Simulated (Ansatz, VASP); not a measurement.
# Cu in VASP and in Ansatz

POSCAR

```
Cu
1.0
   -1.4427933200      1.4427933200      1.3760814500
    1.4427933200     -1.4427933200      1.3760814500
    1.4427933200      1.4427933200     -1.3760814500
Cu
1
Direct
    0.0000000000      0.0000000000      0.0000000000
```

The input INCAR.step1:

```
SYSTEM = Cu
PREC     = Accurate       ! precision mode
ENCUT    = 520            ! plane-wave cutoff, eV
EDIFF    = 1E-5           ! SCF threshold, eV
ISMEAR   = -1             ! smearing method
SIGMA    = 0.05           ! smearing width, eV
LREAL    = .FALSE.        ! projectors in reciprocal space
LASPH    = .TRUE.         ! aspherical terms in the spheres
NELM     = 100            ! most SCF steps
ALGO     = Normal         ! electronic algorithm
ISIF     = 2              ! what is computed and relaxed
LWAVE    = .TRUE.         ! write WAVECAR
LCHARG   = .FALSE.        ! write CHGCAR
GGA      = PE             ! functional
NBANDS   = 12             ! bands
```

Contents of INCAR.step2:

```
SYSTEM = Cu
PREC     = Accurate       ! precision mode
ENCUT    = 520            ! plane-wave cutoff, eV
EDIFF    = 1E-6           ! SCF threshold, eV
ISMEAR   = -1             ! smearing method
SIGMA    = 0.05           ! smearing width, eV
LREAL    = .FALSE.        ! projectors in reciprocal space
LASPH    = .TRUE.         ! aspherical terms in the spheres
NELM     = 100            ! most SCF steps
ALGO     = Normal         ! electronic algorithm
ISIF     = 2              ! what is computed and relaxed
LWAVE    = .FALSE.        ! write WAVECAR
LCHARG   = .FALSE.        ! write CHGCAR
METAGGA  = R2SCAN         ! meta-GGA
LHFCALC  = .TRUE.         ! exact exchange
AEXX     = 0.5            ! exact-exchange fraction
LMIXTAU  = .TRUE.       
PRECFOCK = Normal       
ISTART   = 1            
NBANDS   = 12             ! bands
```

KPOINTS

```
Automatic mesh
0
G
  7 7 7
  0 0 0
```

File input:

```
crystal:
  lattice:
    - [-1.44279332, 1.44279332, 1.37608145]
    - [1.44279332, -1.44279332, 1.37608145]
    - [1.44279332, 1.44279332, -1.37608145]
  atoms:
    - { symbol: Cu, position: [0.0, 0.0, 0.0] }
hamiltonian:
  xc: r2scan50
  pseudopotentials: { kind: paw }
kpoints:
  mp_grid: { grid: [7, 7, 7] }
scf:
  occupations: { method: fermi_dirac, width: 0.05 }
output:
  forces: true
  stress: true
  eigenvalues: true
  write_density: true
  write_potential: true
  elf: true
  volumetric_format: npy
```

Alike in both runs: task single point; functional r2SCAN50; k mesh 7 × 7 × 7; occupations fermi-dirac, width 0.05 eV; no spin polarisation.

|  | VASP | Ansatz |
| --- | --- | --- |
| version | VASP 6.6.1 | Ansatz 0.2.0 |
| potentials or method | VASP PAW PBE potentials, release 64 (Cu) | Ansatz PAW |
| plane-wave cutoff (eV) | 520 | 500 |
| valence electrons in the cell | 11 | 19 |

|  | VASP | Ansatz | Ansatz less VASP |
| --- | --- | --- | --- |
| gap on the k mesh at the Fermi level (eV) | none | none | - |
| pressure (GPa) | 6.5 | 6.5 | +0.01 |
| traceless stress, the component that is largest in VASP (GPa) | -4.10 | -4.12 | -0.019 |

VASP's potentials were made for PBE, not for r2SCAN50. A gap of «none» marks a metal or a gap that the smearing closes. The functional is the same, so the differences come from potentials, cutoffs and numerics. VASP's potentials hold 11 valence electrons a cell and Ansatz's 19, so a difference there can come from the potentials and not from the codes.

The k mesh is coarse, so the values compare programs but aren't converged.
